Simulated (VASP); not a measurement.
A run of VASP 6.6.1:

INCAR

```
SYSTEM = TlB2
PREC = Accurate ; ENCUT = 520
EDIFF = 1E-6 ; ISMEAR = 0
SIGMA = 0.1 ; LREAL = .FALSE.
LASPH = .TRUE. ; NELM = 80
ALGO = Fast ; ISIF = 2
LWAVE = .FALSE. ; LCHARG = .TRUE.
GGA = PE ; LELF = .TRUE.
LVHAR = .TRUE. ; NBANDS = 16
```

KPOINTS

```
regular mesh
0
G
  14 14 14
  0 0 0
```

File POSCAR:

```
TlB2
1.0
    0.0000000000      2.8675600165      2.8675600165
    2.8675600165      0.0000000000      2.8675600165
    2.8675600165      2.8675600165      0.0000000000
Tl B
1 2
Direct
    0.0000000000      0.0000000000      0.0000000000
    0.2500000000      0.2500000000      0.2500000000
    0.7500000000      0.7500000000      0.7500000000
```

Potentials or basis: VASP PAW PBE potentials, release 64 (Tl_d, B).

The run is started by

```bash
$ cat potpaw_PBE.64/Tl_d/POTCAR potpaw_PBE.64/B/POTCAR > POTCAR
$ mpirun -np 1 vasp_std > vasp.out
```

Hardware: 1 thread of Oxide Virtual Turin-like Processor, on a shared host.

**Question.** How long does it take, and how much memory?

**Answer.** Run time: 82 s on 1 thread of Oxide Virtual Turin-like Processor (shared host), peak memory 0.19 GiB. Counts: scf iterations 13, k points 104.
